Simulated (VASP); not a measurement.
# Hf6Si6O25 (a cell with a defect) in VASP: single point with PBE

Aim: the single point of Hf6Si6O25 (a cell with a defect) with PBE.

All numbers are computed with VASP 6.6.1; they aren't measurements. Logs are shortened: lines on timing, memory, paths and dates and some standing lists are left out, and cuts for length are marked.

### Step 1. The cell of the first run

The cell holds a defect, 37 atoms: a = 6.645 Å, b = 6.645 Å, c = 10.173 Å, α = 109.06°, β = 109.06°, γ = 90.00°.

### Step 2. Single point, PBE

The input, INCAR:

```
SYSTEM = Hf6Si6O25
PREC = Accurate ; ENCUT = 520
EDIFF = 1E-6 ; ISMEAR = 0
SIGMA = 0.02 ; LREAL = Auto
LASPH = .True. ; NELM = 100
ALGO = Normal ; ISIF = 2
LWAVE = .False. ; LCHARG = .False.
GGA = PE ; NELECT = 236.0
NBANDS = 141
```

The input, KPOINTS:

```
regular mesh
0
Gamma
  2 2 2
  0 0 0
```

The input, POSCAR:

```
Hf6Si6O25
1.0
   -6.6449050321      0.0000000000      0.0000000000
    0.0000000000     -6.6449050321      0.0000000000
    3.3224525161      3.3224525161      9.0224221621
Hf Si O
6 6 25
Direct
    0.6525835690      0.6798945214      0.3258546126
    0.9879058362      0.0209958698     -0.0032249173
    0.3346312030      0.3339975269      0.6715540441
    0.7440052605      0.2612320947      0.4984467968
    0.0481697192      0.5805370243      0.1533653607
    0.4102458262      0.9154912585      0.8323326547
    0.2446185623      0.7445654246      0.4956025035
    0.5725580863      0.0858520875      0.1656124416
    0.9277355560      0.4138219761      0.8314286340
    0.8284592051      0.8360304965      0.6635869713
    0.1641786096      0.1682072511      0.3306341177
    0.5478403036      0.4903275862      0.0052413291
    0.1087938398      0.2921385358      0.2092705777
    0.4584357435      0.6119761515      0.8760942101
    0.7772290376      0.9661262008      0.5474432470
   -0.0016370918      0.6755920289      0.3818979343
    0.3308422488      0.0177374839      0.0405993041
    0.6790232347      0.3466866439      0.7122938184
    0.3641571762      0.6906000758      0.3740112444
    0.6978778680      0.0064925415      0.0464997401
    0.0350350129      0.3792048243      0.7010181759
    0.7508189783      0.5943927811      0.5430404697
    0.1137341081      0.9262480000      0.2102410185
    0.4077768449      0.2454696424      0.8641553519
    0.4042209595      0.2425046186      0.4576685634
    0.7457986378      0.6909176136      0.1517392181
    0.0730893873      0.8717915797      0.7787531117
    0.3157208962      0.6281312464      0.6210563457
    0.6049010830      0.9877541339      0.2987625829
    1.0517091792      0.2735023427      0.9305710748
    0.3011427671      0.9908572084      0.6121787747
    0.6465799523      0.3347089653      0.2810254690
    0.9756267523      0.6612729232      0.9502880722
    0.7078845699      0.9081120522      0.7868382043
    0.0301287194      0.2217300414      0.4442717123
    0.3973201417      0.5458345026      0.1174932846
    0.7704172410      0.3610570281      1.0154286842
```

Potentials or basis: VASP PAW PBE potentials, release 64 (Hf_pv, Si, O).

Started as:

```
$ cat potpaw_PBE.64/Hf_pv/POTCAR potpaw_PBE.64/Si/POTCAR potpaw_PBE.64/O/POTCAR > POTCAR
$ mpirun -np 1 vasp_std > vasp.out
```

OUTCAR:

```text
SYSTEM = Hf6Si6O25
   PREC = Accurate
   ENCUT = 520
   EDIFF = 1E-6
   ISMEAR = 0
   LREAL = Auto
   LASPH = .True.
   NELM = 100
   ISIF = 2
   GGA = PE
   NELECT = 236.0

 ion  position               nearest neighbor table
   1  0.653  0.680  0.326-  26 2.08  19 2.12  36 2.14  29 2.16  16 2.18  32 2.19  15 2.32  22 2.35
                            12 2.92  10 3.05   5 3.56   4 3.64   4 3.70   5 3.78
   2  0.988  0.021  0.997-  30 2.09  20 2.16  17 2.18  13 2.21  34 2.22  33 2.28  23 2.35  27 2.37
                            37 2.67  10 3.01  11 3.02   9 3.50   5 3.50   6 3.61   6 3.67   5 3.73
   3  0.335  0.334  0.672-  21 2.12  24 2.13  31 2.15  28 2.17  18 2.18  14 2.19  25 2.26  35 2.41
                            12 3.03  11 3.08   6 3.62   6 3.63   4 3.65   4 3.70
   4  0.744  0.261  0.498-  22 2.11  35 2.14  25 2.15  29 2.16  15 2.17  21 2.22  18 2.25  32 2.31
                             8 3.00   9 3.01   1 3.64   3 3.65   3 3.70   1 3.70
   5  0.048  0.581  0.153-  37 2.12  26 2.14  13 2.17  23 2.18  33 2.20  16 2.34  19 2.41  36 2.46
                            30 2.51   9 2.92   7 3.09  12 3.13   2 3.50   1 3.56   2 3.73   1 3.78
   6  0.410  0.915  0.832-  24 2.11  27 2.12  34 2.17  14 2.20  17 2.24  28 2.26  20 2.28  31 2.34
                             8 3.01   7 3.04   2 3.61   3 3.62   3 3.63   2 3.67
   7  0.245  0.745  0.496-  19 1.63  16 1.63  31 1.63  28 1.64   6 3.04   5 3.09
   8  0.573  0.086  0.166-  20 1.64  17 1.64  29 1.64  32 1.65   4 3.00   6 3.01
   9  0.928  0.414  0.831-  30 1.62  33 1.65  18 1.65  21 1.66  37 2.53   5 2.92   4 3.01   2 3.50
[... 27 lines left out ...]
  35  0.030  0.222  0.444-  11 1.63   4 2.14   3 2.41
  36  0.397  0.546  0.117-  12 1.71   1 2.14   5 2.46
  37  0.770  0.361  0.015-  12 1.70   5 2.12   9 2.53   2 2.67

  LATTYP: Found a body centered tetragonal cell.
 ALAT       =     6.6449050321
 C/A-ratio  =     2.7155910035

  Lattice vectors:

 A1 = (  -3.3224525161,   3.3224525160,  -9.0224221621)
 A2 = (   3.3224525160,  -3.3224525161,  -9.0224221621)
 A3 = (  -3.3224525160,  -3.3224525160,   9.0224221621)

Analysis of symmetry for initial positions (statically):
=====================================================================
 Subroutine PRICEL returns:
 Original cell was already a primitive cell.

 Routine SETGRP: Setting up the symmetry group for a
 body centered tetragonal supercell.

 Subroutine GETGRP returns: Found  1 space group operations
 (whereof  1 operations were pure point group operations)
 out of a pool of 16 trial point group operations.

The static configuration has the point symmetry C_1 .

Analysis of symmetry for dynamics (positions and initial velocities):
=====================================================================
 Subroutine PRICEL returns:
 Original cell was already a primitive cell.

 Routine SETGRP: Setting up the symmetry group for a
[... 173 lines left out ...]
   EFERMI =   0.00;   METHOD = LEGACY
   ISMEAR =     0;   SIGMA  =   0.02  broadening in eV -4-tet -1-fermi 0-gaus
   EFERMI_NEDOS =   21; number of points for ismear=-14 and -15
   IALGO  =     38    algorithm
   IMIX   =      4    mixing-type and parameters
     AMIX     =   0.40;   BMIX     =  1.00
     AMIX_MAG =   1.60;   BMIX_MAG =  1.00
  volume/ion in A,a.u.               =      10.77        72.66
  Fermi-wavevector in a.u.,A,eV,Ry     =   1.374924  2.598229 25.720660  1.890415
  Thomas-Fermi vector in A             =   2.500306
   LORBIT       =      0    0 simple, 1 ext, 2 COOP (PROOUT), +10 PAW based schemes
   GGA     = PE    functional components
   LHFCALC =     F    Hartree Fock is set to
   AEXX    =    0.0000 exact exchange contribution
   IVDW    =     0    specifies the selected vdW correction
   LEPSILON=     F    determine dielectric tensor
   LRPA    =     F    only Hartree local field effects (RPA)
 non-spin polarized calculation
 Gauss-broadening in eV      SIGMA  =   0.02
  energy-cutoff  :      520.00
  volume of cell :      398.38
 maximum number of plane-waves:     10770
 NGX is ok and might be reduce to    50
   NGX = 25   NGY = 25   NGZ = 37

 number of electron     235.9999996 magnetization

 Free energy of the ion-electron system (eV)
  ---------------------------------------------------
  ext. energy  EPLUGINS =         0.00000000
  ---------------------------------------------------
  free energy    TOTEN  =      -318.02457762 eV

  energy without entropy =     -318.02457762  energy(sigma->0) =     -318.02457762

 E-fermi :   4.7851     XC(G=0): -11.1493

 val. band max:        4.6348903932   @ k =   0.5000   0.0000   0.5000
 cond. band min:       8.2870365731   @ k =   0.5000   0.5000  -0.0000
 fundamental gap:      3.6521461799
 Fermi energy:         4.7851118541

 k-point     1 :       0.0000    0.0000    0.0000
  band No.  band energies     occupation
      1     -26.5169      2.00000
      2     -26.4920      2.00000
      3     -26.4483      2.00000
      4     -26.3357      2.00000
      5     -26.3081      2.00000
      6     -26.3002      2.00000
[... 1053 lines left out ...]
    129       9.5611      0.00000
    130       9.6054      0.00000
 [bands above 130 left out]

------------------------ aborting loop because EDIFF is reached ----------------------------------------

  FORCE on cell =-STRESS in cart. coord.  units (eV):
  Direction    XX          YY          ZZ          XY          YZ          ZX
  --------------------------------------------------------------------------------------
  -------------------------------------------------------------------------------------
  Total       18.0803025     16.6511942     17.9196133      0.1237564     -3.4793421      2.3553900
  in kB       72.7135878     66.9661400     72.0673437      0.4977114    -13.9928769      9.4726767
  external PRESSURE =      70.5823571 kB  Pullay stress =       0.0000000 kB

 VOLUME and BASIS-vectors are now :
 -----------------------------------------------------------------------------
  energy-cutoff  :      520.00
  volume of cell :      398.38
      direct lattice vectors                 reciprocal lattice vectors
    -6.644905032  0.000000000  0.000000000    -0.150491240  0.000000000  0.055417491
     0.000000000 -6.644905032  0.000000000     0.000000000 -0.150491240  0.055417491
     3.322452516  3.322452516  9.022422162     0.000000000  0.000000000  0.110834982

 POSITION                                       TOTAL-FORCE (eV/Angst)
 -----------------------------------------------------------------------------------
     -3.25372     -3.43520      2.94000         0.001033     -0.026760     -0.071358
     -3.25280      3.17222      8.99333        -0.027152     -0.031064      0.006141
      0.00761      0.01182      6.05904         0.007189     -0.002867      0.053637
     -3.28778     -0.07980      4.49720         0.003804      0.014305      0.000949
      0.18947     -3.34806      1.38373         0.081875     -0.012017     -0.051274
      0.03934     -3.31797      7.50966         0.019981     -0.001952      0.009340
[... 29 lines left out ...]
     -2.24979     -3.23665      1.06007         0.035627     -0.014850      0.136413
     -5.06809     -2.34793      0.13920        -0.141943     -0.013373      0.055672
 -----------------------------------------------------------------------------------
    total drift:                                0.005061      0.002701     -0.010005

  FREE ENERGIE OF THE ION-ELECTRON SYSTEM (eV)
  ---------------------------------------------------
  free  energy   TOTEN  =      -318.0245776201 eV

  energy  without entropy=     -318.0245776201  energy(sigma->0) =     -318.02457762
```

OSZICAR:

```text
N       E                     dE             d eps       ncg     rms          rms(c)
DAV:   1     0.160032170436E+04    0.16003E+04   -0.13259E+05  2256   0.164E+03
DAV:   2    -0.255835954008E+03   -0.18562E+04   -0.18075E+04  2696   0.409E+02
DAV:   3    -0.370949110875E+03   -0.11511E+03   -0.11454E+03  2600   0.988E+01
DAV:   4    -0.373083898229E+03   -0.21348E+01   -0.21275E+01  2704   0.141E+01
DAV:   5    -0.373131820098E+03   -0.47922E-01   -0.47850E-01  2672   0.193E+00    0.119E+02
DAV:   6    -0.317914889625E+03    0.55217E+02   -0.26240E+02  2704   0.418E+01    0.993E+01
DAV:   7    -0.318073610476E+03   -0.15872E+00   -0.15659E+01  2712   0.107E+01    0.668E+01
DAV:   8    -0.318159002656E+03   -0.85392E-01   -0.19806E+00  2632   0.472E+00    0.175E+01
DAV:   9    -0.318024330437E+03    0.13467E+00   -0.78301E-01  2544   0.267E+00    0.370E+00
DAV:  10    -0.318023669547E+03    0.66089E-03   -0.44394E-02  2680   0.698E-01    0.915E-01
DAV:  11    -0.318024012317E+03   -0.34277E-03   -0.54700E-03  2592   0.284E-01    0.436E-01
DAV:  12    -0.318024502418E+03   -0.49010E-03   -0.13356E-03  2656   0.120E-01    0.103E-01
DAV:  13    -0.318024549944E+03   -0.47525E-04   -0.34007E-04  2664   0.659E-02    0.408E-02
DAV:  14    -0.318024570423E+03   -0.20479E-04   -0.52555E-05  2664   0.270E-02    0.220E-02
DAV:  15    -0.318024576837E+03   -0.64142E-05   -0.20489E-05  2656   0.142E-02    0.220E-02
DAV:  16    -0.318024577620E+03   -0.78297E-06   -0.18512E-06  1520   0.580E-03
   1 F= -.31802458E+03 E0= -.31802458E+03  d E =-.876632E-27
```

Wall time 15 min (1 thread of Intel Xeon Platinum 8259CL at 2.50GHz (Skylake/Cascade Lake), shared host); peak memory 0.63 GiB.

What came out:

- Free energy: -318.0246 eV
- Largest force: 0.193 eV/Å

Forces on the atoms (eV/Å):
```
Hf   0.001 -0.027 -0.071
Hf  -0.027 -0.031  0.006
Hf   0.007 -0.003  0.054
Hf   0.004  0.014  0.001
Hf   0.082 -0.012 -0.051
Hf   0.020 -0.002  0.009
Si   0.004  0.003  0.010
Si   0.001  0.013  0.002
Si   0.010 -0.013  0.010
Si   0.006 -0.002  0.009
Si  -0.006 -0.015 -0.003
Si   0.030 -0.014 -0.018
O    0.017 -0.095 -0.148
O    0.016 -0.073 -0.131
O    0.005 -0.124 -0.126
O    0.128 -0.009 -0.129
O    0.104 -0.009 -0.132
O    0.111 -0.005 -0.128
O   -0.151 -0.006 -0.111
O   -0.120 -0.016 -0.133
O   -0.113  0.017 -0.139
O   -0.005  0.143 -0.120
O    0.014  0.124 -0.125
O   -0.015  0.074 -0.129
O   -0.115  0.001  0.136
O   -0.056  0.080  0.120
O   -0.141 -0.009  0.114
O    0.004  0.111  0.131
O   -0.023  0.092  0.155
O    0.047  0.150  0.111
O   -0.001 -0.134  0.123
O    0.005 -0.123  0.118
O    0.021 -0.071  0.138
O    0.104  0.004  0.138
O    0.138 -0.006  0.114
O    0.036 -0.015  0.136
O   -0.142 -0.013  0.056
```

Caveat: the k points lie up to 0.50 Å⁻¹ apart; the cell carries a net charge on a neutralising background, which shifts energy and pressure; the cell is charged against a uniform background, so pressure and absolute levels hang on convention; spin-orbit coupling is left out, which moves the levels of the heavy elements.
